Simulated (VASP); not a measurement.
# WAu (F-43m) in VASP: a series of runs

The runs below take WAu through single point, with r2SCAN, PBEsol-based global hybrid with 25 % exact exchange, PBE0.

All numbers are computed with VASP 6.6.1; they aren't measurements. Logs are shortened: lines on timing, memory, paths and dates and some standing lists are left out, and cuts for length are marked.

### Step 1. The cell of the first run

It takes space group F-43m (No. 216, cubic). The conventional cell has a = 5.771 Å, b = 5.771 Å, c = 5.771 Å, α = 90.00°, β = 90.00°, γ = 90.00°. W (site symmetry -43m) has 4 Au at 2.50 Å within 3.3 Å. Au (site symmetry -43m) has 4 W at 2.50 Å within 3.3 Å.

### Step 2. Single point, r2SCAN

Contents of POSCAR:

```
WAu
1.0
    0.0000000000      2.8853440940      2.8853440940
    2.8853440940      0.0000000000      2.8853440940
    2.8853440940      2.8853440940      0.0000000000
W Au
1 1
Direct
    0.0000000000      0.0000000000      0.0000000000
    0.7500000000      0.7500000000      0.7500000000
```

Contents of INCAR.step1:

```
SYSTEM = WAu
  PREC = Accurate
  ENCUT = 590
  ISMEAR = -1
  SIGMA = 0.05
  LREAL = .FALSE.
  LASPH = .TRUE.
  NELM = 120
  NBANDS = 24
  GGA = PE
  ALGO = Normal
  EDIFF = 1E-5
  LWAVE = .TRUE.
  LCHARG = .FALSE.
  GGA_COMPAT = .FALSE.
```

Contents of INCAR.step2:

```
SYSTEM = WAu
  PREC = Accurate
  ENCUT = 590
  EDIFF = 1E-6
  ISMEAR = -1
  SIGMA = 0.05
  LREAL = .FALSE.
  LASPH = .TRUE.
  NELM = 120
  ALGO = Normal
  ISIF = 2
  LWAVE = .FALSE.
  LCHARG = .FALSE.
  METAGGA = R2SCAN
  LMIXTAU = .TRUE.
  NBANDS = 24
  ISTART = 1
  GGA_COMPAT = .FALSE.
```

Contents of KPOINTS:

```
regular mesh
0
G
  8 8 8
  0 0 0
```

Potentials or basis: VASP PAW PBE potentials, release 64 (W_sv, Au_sv_GW).

Run with:

```console
$ cat potpaw_PBE.64/W_sv/POTCAR potpaw_PBE.64/Au_sv_GW/POTCAR > POTCAR
$ cp INCAR.step1 INCAR
$ mpirun -np 1 vasp_std > vasp.out
$ cp INCAR.step2 INCAR
$ mpirun -np 1 vasp_std > vasp.out
```

OUTCAR:

```text
SYSTEM = WAu
   PREC = Accurate
   ENCUT = 590
   EDIFF = 1E-6
   ISMEAR = -1
   LREAL = .FALSE.
   LASPH = .TRUE.
   NELM = 120
   ISIF = 2
   METAGGA = R2SCAN
   ISTART = 1

 ion  position               nearest neighbor table
   1  0.000  0.000  0.000-   2 2.50   2 2.50   2 2.50   2 2.50
   2  0.750  0.750  0.750-   1 2.50   1 2.50   1 2.50   1 2.50

  LATTYP: Found a face centered cubic cell.
 ALAT       =     5.7706881880

  Lattice vectors:

 A1 = (   0.0000000000,   2.8853440940,   2.8853440940)
 A2 = (   2.8853440940,   0.0000000000,   2.8853440940)
 A3 = (   2.8853440940,   2.8853440940,   0.0000000000)

Analysis of symmetry for initial positions (statically):
=====================================================================
 Subroutine PRICEL returns:
 Original cell was already a primitive cell.

 Routine SETGRP: Setting up the symmetry group for a
 face centered cubic supercell.

 Subroutine GETGRP returns: Found 24 space group operations
 (whereof 24 operations were pure point group operations)
 out of a pool of 48 trial point group operations.

The static configuration has the point symmetry T_d .

Analysis of symmetry for dynamics (positions and initial velocities):
=====================================================================
 Subroutine PRICEL returns:
 Original cell was already a primitive cell.

 Routine SETGRP: Setting up the symmetry group for a
 face centered cubic supercell.

 Subroutine GETGRP returns: Found 24 space group operations
 (whereof 24 operations were pure point group operations)
 out of a pool of 48 trial point group operations.

The dynamic configuration has the point symmetry T_d .

 Subroutine INISYM returns: Found 24 space group operations
 (whereof 24 operations are pure point group operations),
 and found     1 'primitive' translations

----------------------------------------------------------------------------------------

                                     Primitive cell

  volume of cell :      48.0422

  direct lattice vectors                    reciprocal lattice vectors
     0.000000000  2.885344094  2.885344094    -0.173289557  0.173289557  0.173289557
     2.885344094  0.000000000  2.885344094     0.173289557 -0.173289557  0.173289557
     2.885344094  2.885344094  0.000000000     0.173289557  0.173289557 -0.173289557

  length of vectors
     4.080492750  4.080492750  4.080492750     0.300146317  0.300146317  0.300146317

  position of ions in fractional coordinates (direct lattice)
     0.000000000  0.000000000  0.000000000
     0.750000000  0.750000000  0.750000000

  ion indices of the primitive-cell ions
   primitive index   ion index
                 1           1
                 2           2

----------------------------------------------------------------------------------------

 KPOINTS: regular mesh

Automatic generation of k-mesh.
 Grid dimensions read from file:
 generate k-points for:    8    8    8

 Generating k-lattice:

  Cartesian coordinates                     Fractional coordinates (reciprocal lattice)
    -0.021661195  0.021661195  0.021661195     0.125000000  0.000000000  0.000000000
     0.021661195 -0.021661195  0.021661195     0.000000000  0.125000000  0.000000000
     0.021661195  0.021661195 -0.021661195     0.000000000  0.000000000  0.125000000

  Length of vectors
     0.037518290  0.037518290  0.037518290

  Shift w.r.t. Gamma in fractional coordinates (k-lattice)
     0.000000000  0.000000000  0.000000000

 Subroutine IBZKPT returns following result:
 ===========================================

 Found     29 irreducible k-points:

 Following reciprocal coordinates:
            Coordinates               Weight
  0.000000  0.000000  0.000000      1.000000
  0.125000  0.000000  0.000000      8.000000
  0.250000  0.000000  0.000000      8.000000
  0.375000  0.000000  0.000000      8.000000
  0.500000  0.000000  0.000000      4.000000
  0.125000  0.125000  0.000000      6.000000
[... 16 lines left out ...]
  0.500000  0.250000  0.125000     48.000000
 -0.375000  0.250000  0.125000     24.000000
 [... further k-points ...]
   k-points           NKPTS =     29   k-points in BZ     NKDIM =     29   number of bands    NBANDS=     24
   number of dos      NEDOS =    301   number of ions     NIONS =      2
   total plane-waves  NPLWV =  32768
   dimension x,y,z NGX =    32 NGY =   32 NGZ =   32
   dimension x,y,z NGXF=    64 NGYF=   64 NGZF=   64
   ions per type =               1   1
   NGX,Y,Z   is equivalent  to a cutoff of  13.04, 13.04, 13.04 a.u.
   NGXF,Y,Z  is equivalent  to a cutoff of  26.07, 26.07, 26.07 a.u.
 SYSTEM =  WAu
   PREC   = accura    normal or accurate (medium, high low for compatibility)
   ISTART =      1    job   : 0-new  1-cont  2-samecut
   ICHARG =      0    charge: 1-file 2-atom 10-const
   ISPIN  =      1    spin polarized calculation?
   LNONCOLLINEAR =      F non collinear calculations
   LSORBIT =      F    spin-orbit coupling
[... 54 lines left out ...]
 fundamental gap:      0.0592122545
 Fermi energy:         5.5180510562

 k-point     1 :       0.0000    0.0000    0.0000
  band No.  band energies     occupation
      1    -104.1999      2.00000
      2     -70.7511      2.00000
      3     -54.8123      2.00000
      4     -54.8123      2.00000
      5     -54.8123      2.00000
      6     -34.3029      2.00000
[... 16 lines left out ...]
     23      17.3091      0.00000
     24      17.4178      0.00000

 k-point     2 :       0.1250    0.0000    0.0000
  band No.  band energies     occupation
      1    -104.1999      2.00000
      2     -70.7513      2.00000
      3     -54.8125      2.00000
      4     -54.8125      2.00000
      5     -54.8120      2.00000
      6     -34.3054      2.00000
[... 16 lines left out ...]
     23      16.7412      0.00000
     24      17.2239      0.00000

 k-point     3 :       0.2500    0.0000    0.0000
  band No.  band energies     occupation
      1    -104.1999      2.00000
      2     -70.7517      2.00000
      3     -54.8128      2.00000
      4     -54.8128      2.00000
      5     -54.8112      2.00000
      6     -34.3112      2.00000
[... 16 lines left out ...]
     23      15.3575      0.00000
     24      17.7147      0.00000

 k-point     4 :       0.3750    0.0000    0.0000
  band No.  band energies     occupation
      1    -104.1999      2.00000
      2     -70.7520      2.00000
      3     -54.8131      2.00000
      4     -54.8131      2.00000
      5     -54.8104      2.00000
      6     -34.3170      2.00000
[... 16 lines left out ...]
     23      14.7335      0.00000
     24      18.4298      0.00000

 k-point     5 :       0.5000    0.0000    0.0000
  band No.  band energies     occupation
      1    -104.1999      2.00000
      2     -70.7521      2.00000
      3     -54.8132      2.00000
      4     -54.8132      2.00000
      5     -54.8100      2.00000
      6     -34.3194      2.00000
[... 16 lines left out ...]
     23      14.6234      0.00000
     24      18.5596      0.00000

 k-point     6 :       0.1250    0.1250    0.0000
  band No.  band energies     occupation
      1    -104.1999      2.00000
      2     -70.7514      2.00000
      3     -54.8126      2.00000
      4     -54.8126      2.00000
      5     -54.8117      2.00000
      6     -34.3065      2.00000
[... 16 lines left out ...]
     23      15.9022      0.00000
     24      16.5172      0.00000
[... 379 lines left out ...]
 k-point    21 :       0.5000    0.5000    0.0000
  band No.  band energies     occupation
      1    -104.1999      2.00000
      2     -70.7525      2.00000
      3     -54.8143      2.00000
      4     -54.8143      2.00000
      5     -54.8078      2.00000
      6     -34.3269      2.00000
[... 16 lines left out ...]
     23      15.5716      0.00000
     24      16.0159      0.00000

 k-point    22 :       0.3750    0.2500    0.1250
  band No.  band energies     occupation
      1    -104.1999      2.00000
      2     -70.7519      2.00000
      3     -54.8137      2.00000
      4     -54.8132      2.00000
      5     -54.8098      2.00000
      6     -34.3151      2.00000
[... 16 lines left out ...]
     23      15.9507      0.00000
     24      16.9256      0.00000

 k-point    23 :       0.5000    0.2500    0.1250
  band No.  band energies     occupation
      1    -104.1999      2.00000
      2     -70.7522      2.00000
      3     -54.8143      2.00000
      4     -54.8135      2.00000
      5     -54.8087      2.00000
      6     -34.3181      2.00000
[... 16 lines left out ...]
     23      15.9712      0.00000
     24      18.3666      0.00000

 k-point    24 :      -0.3750    0.2500    0.1250
  band No.  band energies     occupation
      1    -104.1999      2.00000
      2     -70.7523      2.00000
      3     -54.8145      2.00000
      4     -54.8136      2.00000
      5     -54.8083      2.00000
      6     -34.3192      2.00000
[... 16 lines left out ...]
     23      15.9105      0.00000
     24      19.0297      0.00000

 [... further k-points ...]

------------------------ aborting loop because EDIFF is reached ----------------------------------------

  FORCE on cell =-STRESS in cart. coord.  units (eV):
  Direction    XX          YY          ZZ          XY          YZ          ZX
  --------------------------------------------------------------------------------------
  -------------------------------------------------------------------------------------
  Total        0.0988116      0.0988116      0.0988116      0.0000000      0.0000000      0.0000000
  in kB        3.2953053      3.2953053      3.2953053      0.0000000      0.0000000      0.0000000
  external PRESSURE =       3.2953053 kB  Pullay stress =       0.0000000 kB

 VOLUME and BASIS-vectors are now :
 -----------------------------------------------------------------------------
  energy-cutoff  :      590.00
  volume of cell :       48.04
      direct lattice vectors                 reciprocal lattice vectors
     0.000000000  2.885344094  2.885344094    -0.173289557  0.173289557  0.173289557
     2.885344094  0.000000000  2.885344094     0.173289557 -0.173289557  0.173289557
     2.885344094  2.885344094  0.000000000     0.173289557  0.173289557 -0.173289557

 POSITION                                       TOTAL-FORCE (eV/Angst)
 -----------------------------------------------------------------------------------
      0.00000      0.00000      0.00000         0.000000     -0.000000      0.000000
      4.32802      4.32802      4.32802        -0.000000      0.000000     -0.000000
 -----------------------------------------------------------------------------------
    total drift:                               -0.000000     -0.000000     -0.000000

  FREE ENERGIE OF THE ION-ELECTRON SYSTEM (eV)
  ---------------------------------------------------
  free  energy   TOTEN  =       -97.1835000864 eV

  energy  without entropy=      -97.1648967277  energy(sigma->0) =      -97.17419841
```

Wall time 80 s (1 thread of Intel Xeon Platinum 8175M at 2.50GHz (Skylake/Cascade Lake), shared host); peak memory 0.22 GiB.

What came out:

```
Free energy            : -97.1835 eV
Pressure               : 0.3 GPa
Band gap on the k mesh : zero (an odd number of electrons rules out a gap without spin polarisation)
```

Levels at points of the mesh, in eV from the Fermi level:
```
           k point  band 15  band 16  band 17  band 18  band 19  band 20
(0.00, 0.00, 0.00)    -0.81    -0.81    -0.81     1.69     1.69     9.11
(0.50, 0.00, 0.00)    -1.93    -0.28    -0.28     1.49     1.49     2.21
(0.50, 0.50, 0.00)    -2.89     0.45     1.43     1.56     1.56     3.03
```

Caveat: the PAW data sets were made with another functional, which shifts forces and pressure a little; spin-orbit coupling is left out, which moves the levels of the heavy elements.

### Step 3. Single point, PBEsol-based global hybrid with 25 % exact exchange

This run uses another cell than the first one, of 23.33 Å³/atom.

Contents of POSCAR:

```
WAu
1.0
    0.0000000000      2.8572577427      2.8572577427
    2.8572577427      0.0000000000      2.8572577427
    2.8572577427      2.8572577427      0.0000000000
W Au
1 1
Direct
    0.0000000000      0.0000000000      0.0000000000
    0.7500000000      0.7500000000      0.7500000000
```

Contents of INCAR.step1:

```
PREC = Accurate
ENCUT = 520
EDIFF = 1E-5
ISMEAR = -1
SIGMA = 0.05
LREAL = F
LASPH = T
NELM = 60
ALGO = Normal
ISIF = 2
LWAVE = T
NBANDS = 20
GGA = PE
```

Contents of INCAR.step2:

```
PREC = Accurate
ENCUT = 520
EDIFF = 1E-6
ISMEAR = -1
SIGMA = 0.05
LREAL = F
LASPH = T
NELM = 60
ALGO = Normal
ISIF = 2
LWAVE = F
LCHARG = T
GGA = PS
LHFCALC = T
AEXX = 0.25
PRECFOCK = Normal
LELF = T
LVHAR = T
NBANDS = 20
ISTART = 1
```

Contents of KPOINTS:

```
regular mesh
0
Gamma
  4 4 4
```

Potentials or basis: VASP PAW PBE potentials, release 64 (W_sv, Au).

Run with:

```console
$ cat potpaw_PBE.64/W_sv/POTCAR potpaw_PBE.64/Au/POTCAR > POTCAR
$ cp INCAR.step1 INCAR
$ mpirun -np 1 vasp_std > vasp.out
$ cp INCAR.step2 INCAR
$ mpirun -np 1 vasp_std > vasp.out
```

Wall time 25 min (1 thread of AMD EPYC 7R43 (Zen 3), shared host); peak memory 0.16 GiB.

It converged, with:

```
Free energy            : -15.9591 eV
Pressure               : -0.1 GPa
Band gap on the k mesh : zero (an odd number of electrons rules out a gap without spin polarisation)
```

Levels at points of the mesh, in eV from the Fermi level:
```tsv
k point	band 10	band 11	band 12	band 13	band 14	band 15	band 16	band 17
(0.00, 0.00, 0.00)	-7.28	-1.59	-1.59	-1.59	2.41	2.41	9.76	12.43
(0.50, 0.00, 0.00)	-6.35	-2.73	-0.78	-0.78	2.09	2.09	2.84	9.27
(0.50, 0.50, 0.00)	-5.09	-3.77	1.03	1.80	2.07	2.07	3.85	4.14
```

Caveat: the k points lie up to 0.48 Å⁻¹ apart, too coarse for converged energies and pressures of a metal; the PAW data sets were made with another functional, which shifts forces and pressure a little; spin-orbit coupling is left out, which moves the levels of the heavy elements.

### Step 4. Single point, PBE0

This run uses another cell than the first one, of 23.90 Å³/atom.

Contents of POSCAR:

```
WAu
1.0
    0.0000000000      2.8803897955      2.8803897955
    2.8803897955      0.0000000000      2.8803897955
    2.8803897955      2.8803897955      0.0000000000
W Au
1 1
Direct
    0.0000000000      0.0000000000      0.0000000000
    0.7500000000      0.7500000000      0.7500000000
```

Contents of INCAR.step1:

```
PREC     = Accurate       # precision mode
ENCUT    = 520            # plane-wave cutoff, eV
EDIFF    = 1E-5           # SCF threshold, eV
ISMEAR   = -1             # smearing method
SIGMA    = 0.05           # smearing width, eV
LREAL    = F              # projectors in reciprocal space
LASPH    = T              # aspherical terms in the spheres
NELM     = 100            # most SCF steps
ALGO     = Normal         # electronic algorithm
ISIF     = 2              # what is computed and relaxed
LWAVE    = T              # write WAVECAR
LCHARG   = F              # write CHGCAR
GGA      = PE             # functional
NBANDS   = 20             # bands
```

Contents of INCAR.step2:

```
PREC     = Accurate       # precision mode
ENCUT    = 520            # plane-wave cutoff, eV
EDIFF    = 1E-7           # SCF threshold, eV
ISMEAR   = -1             # smearing method
SIGMA    = 0.05           # smearing width, eV
LREAL    = F              # projectors in reciprocal space
LASPH    = T              # aspherical terms in the spheres
NELM     = 100            # most SCF steps
ALGO     = Normal         # electronic algorithm
ISIF     = 2              # what is computed and relaxed
LWAVE    = F              # write WAVECAR
LCHARG   = F              # write CHGCAR
GGA      = PE             # functional
LHFCALC  = T              # exact exchange
AEXX     = 0.25           # exact-exchange fraction
PRECFOCK = Normal       
ISTART   = 1            
NBANDS   = 20             # bands
```

Contents of KPOINTS:

```
Automatic mesh
0
Gamma
  4 4 4
```

Run with:

```console
$ cat potpaw_PBE.64/W_sv/POTCAR potpaw_PBE.64/Au/POTCAR > POTCAR
$ cp INCAR.step1 INCAR
$ mpirun -np 1 vasp_std > vasp.out
$ cp INCAR.step2 INCAR
$ mpirun -np 1 vasp_std > vasp.out
```

Run time: 35 min. Hardware: 1 thread of AMD EPYC 7R43 (Zen 3), shared host; peak memory 0.16 GiB.

It converged, with:

- Free energy: -14.9781 eV
- Pressure: -0.1 GPa
- Band gap on the k mesh: zero (an odd number of electrons rules out a gap without spin polarisation)

Levels at points of the mesh, in eV from the Fermi level:
```tsv
k point	band 9	band 10	band 11	band 12	band 13	band 14	band 15	band 16	band 17	band 18
(0.00, 0.00, 0.00)	-7.19	-7.19	-1.58	-1.58	-1.58	2.33	2.33	9.63	12.31	12.38
(0.50, 0.00, 0.00)	-7.12	-6.26	-2.66	-0.79	-0.79	2.02	2.02	2.73	9.07	9.07
(0.50, 0.50, 0.00)	-6.51	-5.04	-3.69	1.03	1.75	1.97	1.97	3.72	4.09	4.09
```

Caveat: the k points lie up to 0.47 Å⁻¹ apart, too coarse for converged energies and pressures of a metal; the PAW data sets were made with another functional, which shifts forces and pressure a little; spin-orbit coupling is left out, which moves the levels of the heavy elements.

### Step 5. Summary

| level | potentials or basis | cell | k mesh | cutoff (eV) | grid for exact exchange (PRECFOCK) | share of exact exchange | gap on the mesh (eV) | pressure (GPa) |
| --- | --- | --- | --- | --- | --- | --- | --- | --- |
| r2SCAN | VASP PAW PBE potentials, release 64 (W_sv, Au_sv_GW) | a = 4.080 Å, angles 60.0°, 2 atoms | 8 × 8 × 8 | 590 | - | - | none | 0.3 |
| PBEsol-based global hybrid with 25 % exact exchange | VASP PAW PBE potentials, release 64 (W_sv, Au) | a = 4.041 Å, angles 60.0°, 2 atoms | 4 × 4 × 4 | 520 | Normal | 0.25 | none | -0.1 |
| PBE0 | VASP PAW PBE potentials, release 64 (W_sv, Au) | a = 4.073 Å, angles 60.0°, 2 atoms | 4 × 4 × 4 | 520 | Normal | 0.25 | none | -0.1 |

Alike in all rows: task single point; no spin polarisation; smearing fermi-dirac 0.05 eV.

Caveats: some runs use coarse meshes; the PAW data sets were made with another functional, which shifts forces and pressure a little; spin-orbit coupling is left out, which moves the levels of the heavy elements.

Absolute energies hang on the potentials; compare differences alone.

The gap in the log of VASP goes by the Fermi energy; the results here count the filled bands.